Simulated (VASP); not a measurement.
Set up this calculation in VASP 6.6.1, as the native input.

* Task: relaxation of cell and atoms
* Functional: PBEsol
* Potentials or basis: VASP PAW PBE potentials, release 64 (Au)
* Cutoff: 600 eV
* k mesh: 11 × 11 × 11
* Occupations: fermi-dirac, width 0.05 eV
* Spin: no spin polarisation
* Target pressure: 10 GPa
* Dipole correction: no
* Further INCAR settings: ALGO = Fast; EDIFF = 1e-06; IBRION = 2; EDIFFG = -0.01; NSW = 60; ISIF = 3

The structure of Au lies in POSCAR:

```
Au
1.0
    0.0000000000      2.0350000000      2.0350000000
    2.0350000000      0.0000000000      2.0350000000
    2.0350000000      2.0350000000      0.0000000000
Au
1
Direct
    0.0000000000      0.0000000000      0.0000000000
```

The input as run:

INCAR

```
SYSTEM = Au
  ALGO = Fast
  EDIFF = 1E-6
  EDIFFG = -0.01
  ENCUT = 600
  GGA = PS
  IBRION = 2
  ISIF = 3
  ISMEAR = -1
  LASPH = .True.
  LCHARG = .False.
  LREAL = .False.
  LWAVE = .False.
  NELM = 60
  NSW = 60
  PREC = Accurate
  PSTRESS = 100.0
  SIGMA = 0.05
```

KPOINTS

```
k-points
0
Gamma
  11 11 11
  0 0 0
```

Potentials or basis: VASP PAW PBE potentials, release 64 (Au).

Launch:

```console
$ cat potpaw_PBE.64/Au/POTCAR > POTCAR
$ mpirun -np 1 vasp_std > vasp.out
```

Results of the run:

* Relaxed volume: 16.18 Å³/atom
* Relaxed cell: a = 2.839 Å, b = 2.839 Å, c = 2.839 Å, α = 60.00°, β = 60.00°, γ = 60.00°
* Space group after relaxing (to 0.05 Å): Fm-3m (No. 225)
* Energy change on relaxing (the enthalpy is what falls): +23.5 meV/atom
* Ionic steps: 4
* Pressure after relaxing: 10.0 GPa

Caveat: the cell is relaxed towards a set pressure, so the enthalpy falls and the energy may rise; the PAW data sets were made with another functional, which shifts forces and pressure a little.

Run time: 20 s on 1 thread of AMD EPYC 9R45 96-Core Processor (Zen 5), with other jobs on the host, peak memory 0.13 GiB.
